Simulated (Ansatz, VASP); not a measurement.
**SnO2: VASP beside Ansatz**

```xyz
6
Lattice="-2.0656 2.0656 4.6830 2.0656 -2.0656 4.6830 2.0656 2.0656 -4.6830" Properties=species:S:1:pos:R:3 pbc="T T T"
Sn    0.0000    2.0656    2.3415
Sn    0.0000    0.0000    0.0000
O     0.0000    0.0000    7.4646
O     0.0000    2.0656    4.2428
O     0.0000    0.0000    1.9013
O     0.0000    2.0656    0.4402
```

Change from the starting cell: strain +0.040 along x and y, -0.080 along z, atoms carried along.

Alike in both runs: task single point; functional LDA; k mesh 10 × 10 × 10; occupations gaussian, width 0.05 eV; no spin polarisation.

|  | VASP | Ansatz |
| --- | --- | --- |
| version | VASP 6.6.1 | Ansatz 0.2.0 |
| potentials or method | VASP PAW LDA potentials, release 64 (Sn_d, O), cutoff 520 eV | scalar-relativistic, plane waves, PAW |
| valence electrons in the cell | 52 | 52 |

VASP gave:

* gap on the k mesh at the Fermi level (eV): 2.38
* least direct gap on the mesh (eV): 2.89
* pressure (GPa): 10.3
* traceless stress, the component that is largest in VASP (GPa): 25.78
* rms of the force components (eV/Å): 1.098

Task: Which values does Ansatz return?

Result: gap on the k mesh at the Fermi level (eV): 2.36; least direct gap on the mesh (eV): 2.87; pressure (GPa): 9.4; traceless stress, the component that is largest in VASP (GPa): 24.98; rms of the force components (eV/Å): 1.055.

LDA's correlation is that of Perdew and Zunger in VASP and of Perdew and Wang (1992) in Ansatz. Atom by atom the forces differ by 0.042 eV/Å (rms over components).
